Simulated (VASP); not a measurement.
Wanted: the native input for a VASP 6.6.1 run.

```yaml
Task: single point
Functional: PBE
Potentials_or_basis: VASP PAW PBE potentials, release 64 (Al, H)
Cutoff: 520 eV
k_mesh: 6 × 6 × 1
Occupations: gaussian, width 0.1 eV
Spin: collinear spin
Starting_moments: "[0.0, 0.0, 0.0, 0.0, 0.0, 0.0, 0.0, 0.0, 0.0, 0.0, 0.0, 0.0, 1.0] μB"
Dipole_correction: yes
Further_INCAR_settings: ALGO = Normal; EDIFF = 1e-06; NBANDS = 34
```

The structure of Al12H lies in POSCAR:

```
Al12H
1.0
    5.7143028096      0.0000000000      0.0000000000
   -2.8571514048      4.9487313980      0.0000000000
    0.0000000000      0.0000000000     21.6016424764
Al H
12 1
Direct
    0.3333333333      0.1666666667      0.1851711047
    0.3333333333      0.6666666667      0.1851711047
    0.8333333333      0.1666666667      0.1851711047
    0.8333333333      0.6666666667      0.1851711047
    0.1666666667      0.3333333333      0.2916873740
    0.1666666667      0.8333333333      0.2916873740
    0.6666666667      0.3333333333      0.2916873740
    0.6666666667      0.8333333333      0.2916873740
    0.0000000000      0.0000000000      0.3981939098
    0.0000000000      0.5000000000      0.3981939098
    0.5000000000      0.0000000000      0.3981939098
    0.5000000000      0.5000000000      0.3981939098
    0.0000000000      0.0000000000      0.5171663446
```

One way to write it, as run:

INCAR

```
PREC = Accurate ; ENCUT = 520
EDIFF = 1E-6 ; ISMEAR = 0
SIGMA = 0.1 ; LREAL = False
LASPH = True ; NELM = 150
ALGO = Normal ; ISIF = 2
LWAVE = False ; LCHARG = True
ISPIN = 2 ; MAGMOM = 0 0 0 0 0 0 0 0 0 0 0 0 1
LORBIT = 11 ; LDIPOL = True
IDIPOL = 3 ; DIPOL = 0.5 0.5 0.309
GGA = PE ; LELF = True
LVHAR = True ; LVACPOTAV = True
NBANDS = 34
```

KPOINTS

```
regular mesh
0
Gamma
  6 6 1
```

Potentials or basis: VASP PAW PBE potentials, release 64 (Al, H).

Run with:

```console
$ cat potpaw_PBE.64/Al/POTCAR potpaw_PBE.64/H/POTCAR > POTCAR
$ mpirun -np 1 vasp_std > vasp.out
```

It gave:

```yaml
Largest_force: 1.498 eV/Å
Net_moment: 0.34 μB per cell
Site_moments: Al -0.00, +0.00, -0.01 (each value once); H +0.17 μB
Valence_electrons_inside_the_program's_atomic_spheres: Al 0.76, 0.78, 0.74 (each value once); H 0.40
```

Wall time 7.2 min on 1 thread of Intel(R) Xeon(R) 6975P-C (Granite Rapids), with other jobs on the host, peak memory 0.91 GiB.
